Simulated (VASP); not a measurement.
The system is BeS.

```xyz
4
Lattice="3.4604 0.0000 0.0000 -1.7302 2.9968 0.0000 0.0000 0.0000 7.7041" Properties=species:S:1:pos:R:3 pbc="T T T"
Be    0.0000    1.9979    1.9260
Be    1.7302    0.9989    5.7780
S     1.7302    0.9989    1.9260
S     0.0000    1.9979    5.7780
```

```yaml
Program: VASP 6.6.1
Task: relaxation of cell and atoms
Functional: PBEsol
Potentials_or_basis: VASP PAW PBE potentials, release 64 (Be, S)
Cutoff: 600 eV
k_mesh: 12 × 12 × 4
Occupations: fermi-dirac, width 0.02 eV
Spin: no spin polarisation
```

At the start: pressure -1.1 GPa; volume 19.97 Å³/atom.

How do energy, volume and symmetry change on relaxing?

Over 14 steps the energy falls by 20.0 meV/atom and the volume is 16.19 Å³/atom (-18.9 %); space group P6_3/mmc (No. 194, to 0.05 Å).

Step by step:
```
step  energy change (eV)  largest force (eV/Å)  pressure (GPa)  volume (Å³)
   1              0.0000                0.0000           -1.11        79.89
   2             -0.0043                0.0000            0.22        78.31
   3             -0.0045                0.0000           -0.04        78.60
   4             -0.0083                0.0000           -0.04        78.01
   5             -0.0199                0.0000           -0.01        76.24
   6             -0.0432                0.0000            0.14        72.68
   7             -0.0741                0.0000            1.17        65.53
   8             -0.0794                0.0000            0.17        65.48
   9             -0.0798                0.0000           -0.19        65.46
  10             -0.0798                0.0000           -0.16        65.47
  11             -0.0799                0.0000           -0.11        65.36
  12             -0.0801                0.0000           -0.09        65.06
  13             -0.0801                0.0000            0.05        64.45
  14             -0.0802                0.0000            0.03        64.77
```

Final structure:
```cif
data_structure
_symmetry_space_group_name_H-M 'P 1'
_symmetry_Int_Tables_number 1
_cell_length_a 3.4746
_cell_length_b 3.4746
_cell_length_c 6.1948
_cell_angle_alpha 90.000
_cell_angle_beta 90.000
_cell_angle_gamma 120.000
_cell_volume 64.77
loop_
_atom_site_label
_atom_site_type_symbol
_atom_site_fract_x
_atom_site_fract_y
_atom_site_fract_z
_atom_site_occupancy
Be1 Be 0.33333 0.66667 0.25000 1
Be2 Be 0.66667 0.33333 0.75000 1
S1 S 0.66667 0.33333 0.25000 1
S2 S 0.33333 0.66667 0.75000 1
```

Caveat: the volume moved by over 15 % at a fixed basis, so the end points are rough; the PAW data sets were made with another functional, which shifts forces and pressure a little.
